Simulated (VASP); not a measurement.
Set up this calculation in VASP 6.6.1, as the native input.

```yaml
Task: single point
Functional: PBE
Potentials_or_basis: VASP PAW PBE potentials, release 64 (Se, Pt)
Cutoff: 520 eV
k_mesh: 2 × 2 × 2
Occupations: methfessel-paxton, width 0.15 eV
Spin: no spin polarisation
Dipole_correction: no
Further_INCAR_settings: LREAL = Auto; ALGO = Normal; EDIFF = 1e-06; NBANDS = 100
```

The structure of Pt7Se16 (a cell with a defect) lies in POSCAR:

```
Pt7Se16
1.0
    7.5301619300     -0.0000000400      0.0000000000
   -3.7650800000      6.5213120800      0.0000000000
    0.0000000000      0.0000000000     10.1632320000
Se Pt
16 7
Direct
    0.2020917399      0.3384524435      0.1256875766
    0.3526235973      0.1728244256      0.3438668919
    0.0638016379      0.2963343847      0.5768355972
    0.3701125647      0.1699880333      0.8761925340
    0.2023017293      0.8366320981      0.1236127444
    0.2816111940      0.6727463672      0.3696576050
    0.1827511837      0.8763550858      0.6457081763
    0.3807630491      0.6780167796      0.8692830194
    0.6977263676      0.3352041738      0.1373494180
    0.8376161571      0.1440113618      0.3861018818
    0.6081024547      0.3311717025      0.6224235558
    0.8696099098      0.1744205799      0.8729076538
    0.7038070371      0.8412495769      0.1305005140
    0.7830083047      0.7076503892      0.4049204033
    0.5850504628      0.7818972564      0.6318061026
    0.8690580782      0.6689879247      0.8762223474
    0.0352878321      0.0047005880      0.0003946579
    0.0344658226      0.5024369270     -0.0006574680
   -0.0482114442      0.5594361922      0.5244919136
    0.5404008420      0.0067915814      0.0016789935
    0.4911877631      0.0022369762      0.4965561152
    0.5394356268      0.5060279252      0.0036400822
    0.4222718901      0.4723728874      0.4857797205
```

These files were run (other wordings do the same):

INCAR

```
SYSTEM = Pt7Se16
ALGO = Normal ; EDIFF = 1E-6
ENCUT = 520 ; GGA = PE
ISIF = 2 ; ISMEAR = 1
LASPH = .True. ; LCHARG = .True.
LELF = .True. ; LREAL = Auto
LVHAR = .True. ; LWAVE = .False.
NBANDS = 100 ; NELM = 100
PREC = Accurate ; SIGMA = 0.15
```

KPOINTS

```
k-points
0
Gamma
  2 2 2
  0 0 0
```

Potentials or basis: VASP PAW PBE potentials, release 64 (Se, Pt).

Command:

```console
$ cat potpaw_PBE.64/Se/POTCAR potpaw_PBE.64/Pt/POTCAR > POTCAR
$ mpirun -np 1 vasp_std > vasp.out
```

It gave:

| Item | Value |
| --- | --- |
| Pressure | 1.8 GPa |
| Largest force | 2.048 eV/Å |
| Band gap on the k mesh | zero (band 83 reaches 5.44 eV, above the bottom of band 84 at 5.36 eV) |

Caveat: the k points lie up to 0.48 Å⁻¹ apart; spin-orbit coupling is left out, which moves the levels of the heavy elements.

Wall time 18 min on 1 thread of AMD EPYC 7R13, with other jobs on the host, peak memory 0.64 GiB.
